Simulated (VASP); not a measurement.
# Al2GaN3 (Cm) in VASP: notebook, part 2 of 2

VASP 6.6.1. The steps go on from the part before.

### Step 4. Single point, PBEsol (biaxial strain in the a-b plane: -4.0 %, then relaxed in part)

File INCAR:

```
SYSTEM = Al2GaN3
PREC = Accurate ; ENCUT = 520
EDIFF = 1E-6 ; ISMEAR = 0
SIGMA = 0.02 ; LREAL = .FALSE.
LASPH = .TRUE. ; NELM = 60
ALGO = Normal ; ISIF = 2
LWAVE = .FALSE. ; LCHARG = .TRUE.
GGA = PS ; LELF = .TRUE.
LVHAR = .TRUE. ; NBANDS = 46
```

File KPOINTS:

```
Automatic mesh
0
G
  8 8 4
  0 0 0
```

File POSCAR:

```
Al2GaN3
1.0
    5.5134705321     -1.5051624997     -0.0106460329
    5.5134705321      1.5051624997     -0.0106460329
   -1.8357932020      0.0000000000      7.3818904527
Al Ga N
4 2 6
Direct
    0.9443491738      0.9443491738      0.3885344106
    0.8883361265      0.8883361265      0.7744133173
    0.2228546438      0.2228546438      0.4421072161
    0.5526779771      0.5526779771      0.1107530601
    0.2764815543      0.2764815543      0.0565030816
    0.6096859635      0.6096859635      0.7205986153
    0.1492993337      0.1492993337      0.1900290552
    0.4840720511      0.4840720511      0.8571902226
    0.8208559000      0.8208559000      0.5202535804
    0.7632712186      0.7632712186      0.9002245073
    0.0944376645      0.0944376645      0.5630562576
    0.4290433931      0.4290433931      0.2411376659
```

Potentials or basis: VASP PAW PBE potentials, release 64 (Al, Ga_d, N).

Run with:

```
$ cat potpaw_PBE.64/Al/POTCAR potpaw_PBE.64/Ga_d/POTCAR potpaw_PBE.64/N/POTCAR > POTCAR
$ mpirun -np 1 vasp_std > vasp.out
```

OUTCAR:

```text
SYSTEM = Al2GaN3
   PREC = Accurate
   ENCUT = 520
   EDIFF = 1E-6
   ISMEAR = 0
   LREAL = .FALSE.
   LASPH = .TRUE.
   NELM = 60
   ISIF = 2
   GGA = PS

 ion  position               nearest neighbor table
   1  0.944  0.944  0.389-  11 1.85  12 1.86  12 1.86   9 1.88   3 2.98   3 2.98   3 3.00   4 3.06
                             4 3.06   6 3.12   6 3.12   5 3.13   5 3.13   2 3.14
   2  0.888  0.888  0.774-   8 1.86   8 1.86  10 1.86   9 1.90   6 2.98   6 2.98   6 3.00   5 3.11
                             5 3.11   3 3.12   3 3.12   4 3.14   4 3.14   1 3.14
   3  0.223  0.223  0.442-   9 1.86   9 1.86  11 1.87   7 1.89   1 2.98   1 2.98   1 3.00   6 3.10
                             6 3.10   2 3.12   2 3.12   5 3.13   4 3.14   4 3.14
   4  0.553  0.553  0.111-   7 1.86   7 1.86  12 1.87   8 1.89   5 2.97   5 3.00   5 3.00   1 3.06
                             1 3.06   3 3.14   3 3.14   2 3.14   2 3.14
   5  0.276  0.276  0.057-  10 1.90  10 1.90  12 1.91   7 1.92   4 2.97   4 3.00   4 3.00   2 3.11
                             2 3.11   1 3.13   1 3.13   3 3.13
   6  0.610  0.610  0.721-  10 1.90  11 1.91  11 1.91   8 1.92   2 2.98   2 2.98   2 3.00   3 3.10
                             3 3.10   1 3.12   1 3.12
   7  0.149  0.149  0.190-   4 1.86   4 1.86   3 1.89   5 1.92
   8  0.484  0.484  0.857-   2 1.86   2 1.86   4 1.89   6 1.92
[... 1399 lines left out ...]
  FORCE on cell =-STRESS in cart. coord.  units (eV):
  Direction    XX          YY          ZZ          XY          YZ          ZX
  --------------------------------------------------------------------------------------
  -------------------------------------------------------------------------------------
  Total       12.7843345     13.5541359     -0.0981690      0.0000000      0.0000000     -0.0437720
  in kB      167.2596813    177.3311276     -1.2843628      0.0000000      0.0000000     -0.5726762
  external PRESSURE =     114.4354820 kB  Pullay stress =       0.0000000 kB

 VOLUME and BASIS-vectors are now :
 -----------------------------------------------------------------------------
  energy-cutoff  :      520.00
  volume of cell :      122.46
      direct lattice vectors                 reciprocal lattice vectors
     5.513470532 -1.505162500 -0.010646033     0.090730550 -0.332190046  0.022563668
     5.513470532  1.505162500 -0.010646033     0.090730550  0.332190046  0.022563668
    -1.835793202  0.000000000  7.381890453     0.000261700  0.000000000  0.135531736

 POSITION                                       TOTAL-FORCE (eV/Angst)
 -----------------------------------------------------------------------------------
      9.70001      0.00000      2.84801        -0.000054      0.000000      0.000495
      8.37397      0.00000      5.69772        -0.001500      0.000000     -0.008315
      1.64579      0.00000      3.25884        -0.001120      0.000000     -0.005841
      5.89103      0.00000      0.80580        -0.002441      0.000000     -0.007171
      2.94502      0.00000      0.41121         0.002706      0.000000     -0.006206
      5.40010      0.00000      5.30640         0.005292      0.000000     -0.000381
      1.29746      0.00000      1.39959         0.014779      0.000000     -0.000671
      3.76421      0.00000      6.31738         0.015706      0.000000     -0.001189
      8.09645      0.00000      3.82298         0.004354      0.000000      0.005172
      6.76392      0.00000      6.62911        -0.020497      0.000000      0.011347
      0.00770      0.00000      4.15441        -0.004340      0.000000      0.022550
      4.28836      0.00000      1.77092        -0.012885      0.000000     -0.009790
 -----------------------------------------------------------------------------------
    total drift:                                0.001604     -0.000000     -0.000823

  FREE ENERGIE OF THE ION-ELECTRON SYSTEM (eV)
  ---------------------------------------------------
  free  energy   TOTEN  =       -88.2918643709 eV

  energy  without entropy=      -88.2918643709  energy(sigma->0) =      -88.29186437
```

OSZICAR:

```text
N       E                     dE             d eps       ncg     rms          rms(c)
DAV:   1     0.703834300912E+03    0.70383E+03   -0.29926E+04  8148   0.203E+03
DAV:   2     0.324764608158E+02   -0.67136E+03   -0.61957E+03  8078   0.592E+02
DAV:   3    -0.928510631059E+02   -0.12533E+03   -0.12252E+03  7916   0.183E+02
DAV:   4    -0.101517295540E+03   -0.86662E+01   -0.85910E+01  9920   0.531E+01
DAV:   5    -0.101733314136E+03   -0.21602E+00   -0.21509E+00  8876   0.846E+00    0.201E+01
DAV:   6    -0.882424289438E+02    0.13491E+02   -0.41272E+01 11942   0.608E+01    0.659E+00
DAV:   7    -0.884185018351E+02   -0.17607E+00   -0.53706E+00  8204   0.120E+01    0.498E+00
DAV:   8    -0.883287779447E+02    0.89724E-01   -0.68344E-01 10334   0.880E+00    0.110E+00
DAV:   9    -0.882905893724E+02    0.38189E-01   -0.16508E-01 11312   0.591E+00    0.417E-01
DAV:  10    -0.882916029754E+02   -0.10136E-02   -0.19847E-02  8248   0.780E-01    0.197E-01
DAV:  11    -0.882918763207E+02   -0.27335E-03   -0.17077E-03 11840   0.361E-01    0.540E-02
DAV:  12    -0.882918582665E+02    0.18054E-04   -0.25230E-04  9986   0.186E-01    0.307E-02
DAV:  13    -0.882918647731E+02   -0.65066E-05   -0.58429E-05  8620   0.508E-02    0.105E-02
DAV:  14    -0.882918643709E+02    0.40221E-06   -0.52260E-06  8664   0.430E-02
   1 F= -.88291864E+02 E0= -.88291864E+02  d E =-.472046E-29
```

stdout:

```text
POSCAR found type information on POSCAR AlGaN
 POSCAR found :  3 types and      12 ions
 scaLAPACK will be used
 -----------------------------------------------------------------------------
|                                                                             |
|                                                                             |
|     You enforced a specific xc type in the INCAR file but a different       |
|     I HOPE YOU KNOW WHAT YOU ARE DOING!                                     |
|                                                                             |
 -----------------------------------------------------------------------------

 LDA part: xc-table for (Slater+PW92), standard interpolation
 POSCAR, INCAR and KPOINTS ok, starting setup
 FFT: planning ... GRIDC
 FFT: planning ... GRID_SOFT
 FFT: planning ... GRID
 WAVECAR not read
 entering main loop
```

Wall time 7.3 min (1 thread of Intel Xeon 6975P-C (Granite Rapids), shared host); peak memory 0.59 GiB.

Results:

- Free energy: -88.2919 eV
- Pressure: 11.4 GPa
- Largest force: 0.023 eV/Å
- Band gap on the k mesh: 3.43 eV

Forces in eV/Å, atoms in the order of the input:
```
Al   0.000  0.000  0.000
Al  -0.002  0.000 -0.008
Al  -0.001  0.000 -0.006
Al  -0.002  0.000 -0.007
Ga   0.003  0.000 -0.006
Ga   0.005  0.000  0.000
N    0.015  0.000 -0.001
N    0.016  0.000 -0.001
N    0.004  0.000  0.005
N   -0.020  0.000  0.011
N   -0.004  0.000  0.023
N   -0.013  0.000 -0.010
```

Caveat: the cell differs from its parent crystal (biaxial strain in the a-b plane: -4.0 %, then relaxed in part); the cell stands under pressure; the PAW data sets were made with another functional, which shifts forces and pressure a little. A k mesh can miss the band edges.

### Step 5. Relaxation of cell and atoms, PBEsol, target pressure 2 GPa, at which the enthalpy is minimised

This run uses another cell than the first one, of 10.57 Å³/atom.

File INCAR:

```
SYSTEM = Al2GaN3
PREC = Accurate
ENCUT = 600
EDIFF = 1E-7
ISMEAR = 0
SIGMA = 0.02
LREAL = .FALSE.
LASPH = .TRUE.
NELM = 120
ALGO = Normal
ISIF = 3
LWAVE = .FALSE.
LCHARG = .FALSE.
GGA = PS
IBRION = 2
NSW = 70
EDIFFG = -0.008
PSTRESS = 20.0
GGA_COMPAT = .FALSE.
NELMIN = 4
KPAR = 4
```

File KPOINTS:

```
regular mesh
0
G
  8 8 4
  0 0 0
```

File POSCAR:

```
Al2GaN3
1.0
    5.7067684235     -1.5579294152      0.0009058033
    5.7067684235      1.5579294152      0.0009058033
   -1.8841815298      0.0000000000      7.1298215326
Al Ga N
4 2 6
Direct
    0.9442094829      0.9442094829      0.3892317942
    0.8889313905      0.8889313905      0.7767015036
    0.2231418110      0.2231418110      0.4445132117
    0.5540491763      0.5540491763      0.1130296846
    0.2770821302      0.2770821302      0.0576223522
    0.6096504598      0.6096504598      0.7217877031
    0.1476133206      0.1476133206      0.1850004133
    0.4816489578      0.4816489578      0.8524466906
    0.8183309532      0.8183309532      0.5150587638
    0.7644028747      0.7644028747      0.9017209733
    0.0952971031      0.0952971031      0.5647077552
    0.4310073400      0.4310073400      0.2429801442
```

Run with:

```
$ cat potpaw_PBE.64/Al/POTCAR potpaw_PBE.64/Ga_d/POTCAR potpaw_PBE.64/N/POTCAR > POTCAR
$ mpirun -np 4 vasp_std > vasp.out
```

Run time: 5.9 min. Hardware: 4 MPI ranks of Intel Xeon 6975P-C (Granite Rapids), shared host; peak memory 0.67 GiB.

The run converged. Its results:

| Property | Result |
| --- | --- |
| Free energy | -88.8213 eV |
| Relaxed volume | 10.65 Å³/atom |
| Relaxed cell | a = 5.931 Å, b = 5.931 Å, c = 7.394 Å, α = 104.25°, β = 104.25°, γ = 30.54° |
| Space group after relaxing (to 0.1 Å) | Cm (No. 8) |
| Energy change on relaxing (the run minimises the enthalpy) | -1.5 meV/atom |
| Ionic steps | 5 |
| Pressure after relaxing | 2.0 GPa |
| Band gap on the k mesh | 3.36 eV |

Forces on the atoms (eV/Å):
```
Al   0.000  0.000 -0.001
Al   0.000  0.000 -0.001
Al   0.002  0.000  0.001
Al   0.000  0.000  0.000
Ga  -0.001  0.000  0.001
Ga  -0.001  0.000  0.000
N    0.000  0.000 -0.001
N    0.000  0.000  0.001
N    0.000  0.000  0.001
N    0.000  0.000  0.000
N    0.001  0.000  0.003
N   -0.001  0.000 -0.002
```

The path:
| step | energy change (eV) | largest force (eV/Å) | pressure (GPa) | volume (Å³) |
| --- | --- | --- | --- | --- |
| 1 | 0.0000 | 0.0171 | 3.71 | 126.78 |
| 2 | -0.0261 | 0.0198 | 0.35 | 128.86 |
| 3 | -0.0185 | 0.0087 | 1.99 | 127.82 |
| 4 | -0.0182 | 0.0086 | 2.04 | 127.80 |
| 5 | -0.0183 | 0.0030 | 2.03 | 127.80 |

Final structure:
```yaml
crystal:
  lattice:
    - [5.72153, -1.56225, 0.00135]
    - [5.72153, 1.56225, 0.00135]
    - [-1.88851, 0.00000, 7.14868]
  atoms:
    - { symbol: Al, position: [0.94422, 0.94422, 0.38921] }
    - { symbol: Al, position: [0.88895, 0.88895, 0.77667] }
    - { symbol: Al, position: [0.22316, 0.22316, 0.44450] }
    - { symbol: Al, position: [0.55406, 0.55406, 0.11302] }
    - { symbol: Ga, position: [0.27708, 0.27708, 0.05758] }
    - { symbol: Ga, position: [0.60966, 0.60966, 0.72179] }
    - { symbol: N, position: [0.14761, 0.14761, 0.18500] }
    - { symbol: N, position: [0.48166, 0.48166, 0.85245] }
    - { symbol: N, position: [0.81832, 0.81832, 0.51505] }
    - { symbol: N, position: [0.76436, 0.76436, 0.90176] }
    - { symbol: N, position: [0.09531, 0.09531, 0.56480] }
    - { symbol: N, position: [0.43095, 0.43095, 0.24296] }
```

Levels at points of the mesh, in eV from the valence-band top:
| k point | band 32 | band 33 | band 34 | band 35 | band 36 | band 37 |
| --- | --- | --- | --- | --- | --- | --- |
| (0.00, 0.00, 0.00) | -0.06 | -0.01 | 0.00 | 3.36 | 5.12 | 5.38 |
| (0.50, 0.00, 0.00) | -1.45 | -1.32 | -1.28 | 4.75 | 5.12 | 5.51 |
| (0.50, 0.50, 0.00) | -0.67 | -0.55 | -0.37 | 5.28 | 5.42 | 5.63 |
| (0.00, 0.00, 0.50) | -0.43 | -0.31 | -0.11 | 4.67 | 4.80 | 5.15 |
| (0.50, 0.00, 0.50) | -1.06 | -0.93 | -0.76 | 5.30 | 5.44 | 5.60 |
| (0.50, 0.50, 0.50) | -0.64 | -0.27 | -0.20 | 5.16 | 5.20 | 5.65 |

Caveat: the cell is relaxed towards a set pressure, so the run minimises the enthalpy, not the energy; the PAW data sets were made with another functional, which shifts forces and pressure a little. A k mesh can miss the band edges.

### Step 6. The runs side by side

```csv
task,cell,cutoff (eV),gap on the mesh (eV),pressure (GPa),largest force (eV/Å)
single point,"a = 5.779, b = 5.779, c = 7.210 Å, angles 104.1, 104.1, 30.6°, 12 atoms, atomic positions A",600,3.94,19.9,0.04
single point,"a = 5.715, b = 5.715, c = 7.570 Å, angles 103.4, 103.4, 30.5°, 12 atoms, atomic positions B",520,3.49,12.8,0.44
single point,"a = 5.715, b = 5.715, c = 7.607 Å, angles 103.6, 103.6, 30.5°, 12 atoms, atomic positions C",520,3.43,11.4,0.02
relaxation of cell and atoms,"relaxed to 2 GPa from a = 5.916, b = 5.916, c = 7.375 Å, angles 104.3, 104.3, 30.5°, 12 atoms, atomic positions A",600,3.36,2.0,-
```

Alike in all rows: level PBEsol; potentials or basis VASP PAW PBE potentials, release 64 (Al, Ga_d, N); no spin polarisation; k mesh 8 × 8 × 4; smearing gaussian 0.02 eV.

Caveats: the PAW data sets were made with another functional, which shifts forces and pressure a little; the cell stands under pressure (at least some runs); the cell is relaxed towards a set pressure, so the run minimises the enthalpy, not the energy (at least some runs).

Absolute energies hang on the potentials; compare differences alone.
